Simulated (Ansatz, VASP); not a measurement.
# Two plane-wave programs on Si3C2

```
CELL_PARAMETERS angstrom
2.75795 0.00000 0.00000
-1.37897 2.38845 0.00000
0.00000 0.00000 10.22669
ATOMIC_POSITIONS crystal
Si 0.00000 0.00000 0.76210
Si 0.00000 0.00000 0.23790
Si 0.00000 0.00000 0.50000
C 0.00000 0.00000 0.93957
C 0.00000 0.00000 0.06043
```

Alike in both runs: functional PBE; k mesh 6 × 6 × 2; occupations gaussian, width 0.1 eV; no spin polarisation.

Ansatz relaxed the structure, and its values are those at the end. VASP's run is a single point on that final structure, the one shown.

|  | VASP | Ansatz |
| --- | --- | --- |
| version | VASP 6.6.1 | Ansatz 0.2.0 |
| potentials or method | VASP PAW PBE potentials, release 64 (Si, C), cutoff 520 eV | scalar-relativistic, plane waves, PAW |
| valence electrons in the cell | 20 | 20 |

```csv
,VASP,Ansatz,Ansatz less VASP
gap on the k mesh at the Fermi level (eV),none,none,-
pressure (GPa),0.2,0.1,-0.02
rms of the force components (eV/Å),0.035,0.003,-0.0325
```

A gap of «none» marks a metal or a gap that the smearing closes.

The k mesh is coarse, so the values compare programs but aren't converged.
